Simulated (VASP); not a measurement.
# MgZn2: single point with LDA

The system is MgZn2.

```
Mg Zn
1.0
     4.97279    0.00000    0.00000
    -2.48639    4.30656    0.00000
     0.00000    0.00000    4.77290
Mg Zn
2 4
Direct
  0.66667 0.33333 0.50000
  0.33333 0.66667 0.50000
  0.00000 0.31962 0.00000
  0.68038 0.68038 0.00000
  0.31962 0.00000 0.00000
  0.00000 0.00000 0.50000
```

```json
{"Program": "VASP 6.6.1", "Task": "single point", "Functional": "LDA", "Potentials or basis": "VASP PAW LDA potentials, release 64 (Mg, Zn)", "Cutoff": "520 eV", "k mesh": "5 × 5 × 5", "Occupations": "methfessel-paxton, width 0.15 eV", "Spin": "no spin polarisation", "Dipole correction": "no", "Further INCAR settings": "ALGO = Normal; EDIFF = 1e-06; NBANDS = 35"}
```

```yaml
Pressure: -6.0 GPa
Largest_force: 0.152 eV/Å
Band_gap_on_the_k_mesh: zero (band 26 reaches 3.39 eV, above the bottom of band 27 at 2.39 eV)
```

Forces on the atoms (eV/Å):
```
Mg   0.000  0.000  0.000
Mg   0.000  0.000  0.000
Zn   0.076 -0.132  0.000
Zn   0.076  0.132  0.000
Zn  -0.152  0.000  0.000
Zn   0.000  0.000  0.000
```

Stress tensor (GPa, compression positive):
```
-5.27  0.00  0.00
 0.00 -5.27  0.00
 0.00  0.00 -7.41
```

Levels at points of the mesh, in eV from the Fermi level:
```tsv
k point	band 23	band 24	band 25	band 26	band 27	band 28	band 29	band 30
(0.00, 0.00, 0.00)	-2.22	-1.36	-1.36	-0.51	-0.51	-0.51	0.07	4.52
```

It took 45 s on 1 thread of Intel(R) Xeon(R) Platinum 8259CL CPU @ 2.50GHz (Skylake/Cascade Lake), on a shared host, peak memory 0.21 GiB.
